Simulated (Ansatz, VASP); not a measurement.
# HfTi3O8 in VASP and in Ansatz

```
Hf Ti O
1.0
     3.85831    0.00000    0.00000
     0.00000    3.85831    0.00000
     0.00000    0.00000    9.93748
Hf Ti O
1 3 8
Direct
  0.50000 0.50000 0.50000
  0.00000 0.00000 0.00000
  0.00000 0.50000 0.23766
  0.50000 0.00000 0.76234
  0.00000 0.00000 0.19940
  0.50000 0.50000 0.72001
  0.00000 0.50000 0.43997
  0.50000 0.00000 0.96088
  0.00000 0.50000 0.03912
  0.50000 0.00000 0.56003
  0.00000 0.00000 0.80060
  0.50000 0.50000 0.27999
```

Alike in both runs: task single point; functional PBE; k mesh 8 × 8 × 4; occupations gaussian, width 0.02 eV; no spin polarisation.

|  | VASP | Ansatz |
| --- | --- | --- |
| version | VASP 6.6.1 | Ansatz 0.2.0 |
| potentials or method | VASP PAW PBE potentials, release 64 (Hf_pv, Ti_sv, O), cutoff 520 eV | scalar-relativistic, plane waves, PAW |
| valence electrons in the cell | 94 | 110 |

Ansatz gave:

```
gap on the k mesh at the Fermi level (eV) : 2.09
least direct gap on the mesh (eV)         : 2.22
pressure (GPa)                            : 0.0
rms of the force components (eV/Å)        : 0.000
```

**Question.** Estimate VASP's values.

**Answer.** gap on the k mesh at the Fermi level (eV): 2.08; least direct gap on the mesh (eV): 2.20; pressure (GPa): -0.2; rms of the force components (eV/Å): 0.046.

Atom by atom the forces differ by 0.047 eV/Å (rms over components). VASP's potentials hold 94 valence electrons a cell and Ansatz's 110, so a difference there can come from the potentials and not from the codes.

Neither program's run includes spin-orbit coupling.
